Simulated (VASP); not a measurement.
**HfB: electric field gradients with LDA**

Crystal: HfB.

```xyz
2
Lattice="0.0000 2.2628 2.2628 2.2628 0.0000 2.2628 2.2628 2.2628 0.0000" Properties=species:S:1:pos:R:3 pbc="T T T"
Hf    2.2628    2.2628    2.2628
B     0.0000    0.0000    0.0000
```

| Quantity | Value |
| --- | --- |
| Program | VASP 6.6.1 |
| Task | electric field gradients |
| Functional | LDA |
| Potentials or basis | VASP PAW LDA potentials, release 64 (Hf_pv, B) |
| Cutoff | 520 eV |
| k mesh | 15 × 15 × 15 |
| Occupations | fermi-dirac, width 0.05 eV |
| Spin | no spin polarisation |
| Dipole correction | no |
| Further INCAR settings | ALGO = Normal; EDIFF = 1e-08; NBANDS = 14 |

```json
{"Pressure": "38.4 GPa", "Band gap on the k mesh": "zero (an odd number of electrons rules out a gap without spin polarisation)", "Largest electric field gradient by atom": "zero within the noise of the run"}
```

Levels at points of the mesh, in eV from the Fermi level:
```csv
k point,band 5,band 6,band 7,band 8,band 9,band 10
"(0.00, 0.00, 0.00)",2.17,2.17,2.17,4.15,4.15,4.15
```

Run time: 39 s on 1 thread of Intel Xeon 8259CL, on a shared host, peak memory 0.16 GiB.

Caveat: the cell stands under pressure; spin-orbit coupling is left out, which moves the levels of the heavy elements.
